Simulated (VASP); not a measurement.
Ta:

```
Ta
1.0
    -1.61757    1.61757    1.61757
     1.61757   -1.61757    1.61757
     1.61757    1.61757   -1.61757
Ta
1
Direct
  0.00000 0.00000 0.00000
```

Base run:

```yaml
Program: VASP 6.6.1
Functional: r2SCAN
Potentials_or_basis: VASP PAW PBE potentials, release 64 (Ta_pv)
Cutoff: 520 eV
k_mesh: 11 × 11 × 11
Occupations: fermi-dirac, width 0.05 eV
Spin: no spin polarisation
```

Its results: pressure 14.9 GPa.

Q: The run is repeated on the same cell with these changes: functional from r2SCAN to HSE06; k mesh from 11 × 11 × 11 to 6 × 6 × 6. What comes out?

A: Pressure 18.0 GPa.

Several settings changed at once, so the effect can't be laid on one alone.

Caveats: some runs use coarse meshes; the PAW data sets were made with another functional, which shifts forces and pressure a little.
